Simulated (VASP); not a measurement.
## Si: single point with r2SCAN

The system is Si.

```xyz
4
Lattice="3.8321 0.0000 0.0000 -1.9161 3.3187 0.0000 0.0000 0.0000 6.3412" Properties=species:S:1:pos:R:3 pbc="T T T"
Si    0.0000    2.2125    0.0036
Si    1.9161    1.1062    3.1742
Si    0.0000    2.2125    2.3744
Si    1.9161    1.1062    5.5450
```

This isn't the form of Si at room conditions, which is diamond.

```
Program                : VASP 6.6.1
Task                   : single point
Functional             : r2SCAN
Potentials or basis    : VASP PAW PBE potentials, release 64 (Si)
Cutoff                 : 520 eV
k mesh                 : 12 × 12 × 4
Occupations            : gaussian, width 0.01 eV
Spin                   : no spin polarisation
Dipole correction      : no
Further INCAR settings : ALGO = Normal; EDIFF = 1e-06; NBANDS = 16
```

```yaml
Pressure: -0.2 GPa
Band_gap_on_the_k_mesh: 0.62 eV (least direct gap 1.38 eV)
```

Levels at points of the mesh, in eV from the valence-band top:
```tsv
k point	band 5	band 6	band 7	band 8	band 9	band 10	band 11	band 12
(0.00, 0.00, 0.00)	-1.60	-0.38	0.00	0.00	1.38	2.17	2.17	2.55
(0.50, 0.00, 0.00)	-4.86	-3.22	-3.10	-1.53	0.62	2.65	3.24	3.35
(0.00, 0.00, 0.50)	-0.98	-0.98	-0.98	-0.98	2.15	2.15	3.21	3.21
(0.50, 0.00, 0.50)	-2.58	-2.58	-2.55	-2.55	1.15	1.15	1.90	1.90
```

Run time: 120 s on 1 thread of Intel(R) Xeon(R) 6975P-C (Granite Rapids), with other jobs on the host, peak memory 0.22 GiB.

Caveat: the PAW data sets were made with another functional, which shifts forces and pressure a little. A k mesh can miss the band edges.
